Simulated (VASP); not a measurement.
Write the native input for VASP 6.6.1 that does the following.

| Quantity | Value |
| --- | --- |
| Task | single point |
| Functional | PBEsol |
| Potentials or basis | VASP PAW PBE potentials, release 64 (Cd) |
| Cutoff | 520 eV |
| k mesh | 10 × 10 × 10 |
| Occupations | fermi-dirac, width 0.05 eV |
| Spin | collinear spin, ferromagnetic start |
| Starting moments | [1.0] μB |
| Fixed moment | 1 μB |
| Dipole correction | no |
| Further INCAR settings | ALGO = Normal; EDIFF = 1e-06; NBANDS = 16 |

The structure of Cd lies in POSCAR:

```
Cd
1.0
   -1.7723463237      1.7723463237      1.7723463237
    1.7723463237     -1.7723463237      1.7723463237
    1.7723463237      1.7723463237     -1.7723463237
Cd
1
Direct
    0.0000000000      0.0000000000      0.0000000000
```

This cell differs from its parent crystal: volume scaled by 0.98.

The input as run:

INCAR

```
SYSTEM = Cd
ALGO = Normal
EDIFF = 1E-6
ENCUT = 520
GGA = PS
ISIF = 2
ISMEAR = -1
ISPIN = 2
LASPH = .True.
LCHARG = .False.
LORBIT = 11
LREAL = .False.
LWAVE = .False.
MAGMOM = 1
NBANDS = 16
NELM = 150
NUPDOWN = 1.0
PREC = Accurate
SIGMA = 0.05
```

KPOINTS

```
k-points
0
Gamma
  10 10 10
  0 0 0
```

Potentials or basis: VASP PAW PBE potentials, release 64 (Cd).

Command:

```bash
$ cat potpaw_PBE.64/Cd/POTCAR > POTCAR
$ mpirun -np 1 vasp_std > vasp.out
```

Results of the run:

| Property | Result |
| --- | --- |
| Pressure | 6.4 GPa |
| Net moment | 1.00 μB per cell |
| Site moments | Cd +0.43 μB |
| Valence electrons inside the program's atomic spheres | Cd 10.31 |

Caveat: the PAW data sets were made with another functional, which shifts forces and pressure a little; the total moment is fixed, so each spin has its own Fermi level.

Run time: 16 s on 1 thread of AMD EPYC 9R45 96-Core Processor (Zen 5), on a shared host, peak memory 0.13 GiB.
